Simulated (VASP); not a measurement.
Here is a VASP 6.6.1 calculation.

File INCAR:

```
  PREC = Accurate
  ENCUT = 420
  EDIFF = 1E-6
  ISMEAR = -1
  SIGMA = 0.1
  LREAL = F
  LASPH = T
  NELM = 120
  ALGO = Normal
  ISIF = 2
  LWAVE = F
  LCHARG = T
  GGA = PS
  LELF = T
  LVHAR = T
  NBANDS = 42
  GGA_COMPAT = F
```

KPOINTS

```
regular mesh
0
Gamma
  3 3 4
```

POSCAR

```
Hf4B7
1.0
    6.2800002680      0.0000000000      0.0000000000
   -3.1400001340      5.4386397679      0.0000000000
    0.0000000000      0.0000000000      3.4800000000
Hf B
4 7
Direct
   -0.0032524310     -0.0016262155      0.0000000000
    0.0000000000      0.5000000000      0.0000000000
    0.5016262155     -0.0016262155      0.0000000000
    0.5016262155      0.5032524310      0.0000000000
    0.1625556254      0.3374443746      0.5000000000
    0.1625556254      0.8251112507      0.5000000000
    0.3310165335      0.6655082667      0.5000000000
    0.6748887493      0.3374443746      0.5000000000
    0.8344917333      0.1689834665      0.5000000000
    0.6666666667      0.8333333333      0.5000000000
    0.8344917333      0.6655082667      0.5000000000
```

Potentials or basis: VASP PAW PBE potentials, release 64 (Hf_pv, B).

Run with:

```sh
$ cat potpaw_PBE.64/Hf_pv/POTCAR potpaw_PBE.64/B/POTCAR > POTCAR
$ mpirun -np 1 vasp_std > vasp.out
```

Question: What does it give for the pressure?

Answer: -2.9 GPa.

Question: Estimate the largest force.

Answer: 0.011 eV/Å.

Forces on the atoms (eV/Å):
```
Hf  -0.009 -0.005  0.000
Hf   0.000  0.000  0.000
Hf   0.009 -0.005  0.000
Hf   0.000  0.011  0.000
B    0.005 -0.003  0.000
B    0.000  0.006  0.000
B    0.004  0.002  0.000
B   -0.005 -0.003  0.000
B    0.000 -0.005  0.000
B    0.000  0.000  0.000
B   -0.004  0.002  0.000
```

Caveat: the k points lie up to 0.45 Å⁻¹ apart, too coarse for converged energies and pressures of a metal; the PAW data sets were made with another functional, which shifts forces and pressure a little.
